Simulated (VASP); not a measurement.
Here is a VASP 6.6.1 calculation.

File POSCAR:

```
W
1.0
   -1.5917776925      1.5917776925      1.5917776925
    1.5917776925     -1.5917776925      1.5917776925
    1.5917776925      1.5917776925     -1.5917776925
W
1
Direct
    0.0000000000      0.0000000000      0.0000000000
```

INCAR.step1

```
  PREC = Accurate
  ENCUT = 520
  ISMEAR = 0
  SIGMA = 0.1
  LREAL = F
  LASPH = T
  NELM = 150
  LMAXMIX = 4
  LDAU = T
  LDAUTYPE = 2
  LDAUL = 2
  LDAUU = 4
  LDAUJ = 0
  NBANDS = 13
  GGA = PE
  ALGO = Normal
  EDIFF = 1E-4
  LWAVE = T
  LCHARG = F
```

INCAR.step2

```
  PREC = Accurate
  ENCUT = 520
  EDIFF = 1E-6
  ISMEAR = 0
  SIGMA = 0.1
  LREAL = F
  LASPH = T
  NELM = 150
  ALGO = Normal
  ISIF = 2
  LWAVE = F
  LCHARG = T
  LMAXMIX = 4
  LDAU = T
  LDAUTYPE = 2
  LDAUL = 2
  LDAUU = 4
  LDAUJ = 0
  LDAUPRINT = 1
  METAGGA = R2SCAN
  LMIXTAU = T
  LELF = T
  LVHAR = T
  NBANDS = 13
  ISTART = 1
```

KPOINTS

```
regular mesh
0
Gamma
  18 18 18
```

Potentials or basis: VASP PAW PBE potentials, release 64 (W_sv).

Command:

```sh
$ cat potpaw_PBE.64/W_sv/POTCAR > POTCAR
$ cp INCAR.step1 INCAR
$ mpirun -np 1 vasp_std > vasp.out
$ cp INCAR.step2 INCAR
$ mpirun -np 1 vasp_std > vasp.out
```

Problem. What does it give for the pressure?

Solution. 9.2 GPa.

Problem. What does it give for the band gap on the k mesh?

Solution. Zero (bands 7 and 8 overlap by 6.47 eV).

Eigenvalues of the final occupation matrices:
| site | spin | trace | eigenvalues |
| --- | --- | --- | --- |
| site 1 d | 1 | 1.62 | 0.21 0.21 0.40 0.40 0.40 |
| site 1 d | 2 | 1.62 | 0.21 0.21 0.40 0.40 0.40 |

Caveat: the cell stands under pressure; the PAW data sets were made with another functional, which shifts forces and pressure a little; spin-orbit coupling is left out, which moves the levels of the heavy elements; U without spin polarisation on a metal has little footing; the U is typed as a test and isn't derived for this compound.
